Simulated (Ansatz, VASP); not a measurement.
Hg in VASP and in Ansatz

```
CELL_PARAMETERS angstrom
4.44732 0.00000 0.00000
-2.22366 3.85149 0.00000
0.00000 0.00000 3.79100
ATOMIC_POSITIONS crystal
Hg 0.33333 0.66667 0.50000
Hg 0.00000 0.00000 0.00000
Hg 0.66667 0.33333 0.50000
```

Change from the starting cell: volume scaled by 0.94.

Alike in both runs: task single point; functional PBEsol; k mesh 8 × 8 × 9; occupations fermi-dirac, width 0.05 eV; no spin polarisation.

|  | VASP | Ansatz |
| --- | --- | --- |
| version | VASP 6.6.1 | Ansatz 0.2.0 |
| potentials or method | VASP PAW PBE potentials, release 64 (Hg), cutoff 520 eV | all-electron LAPW, scalar-relativistic |

|  | VASP | Ansatz | Ansatz less VASP |
| --- | --- | --- | --- |
| pressure (GPa) | 14.9 | 13.7 | -1.15 |
| traceless stress, the component that is largest in VASP (GPa) | -12.55 | -11.76 | +0.787 |

VASP's potentials were made for PBE, not for PBEsol. Ansatz ran all-electron here, and VASP with PAW potentials.

Spin-orbit coupling is off throughout.
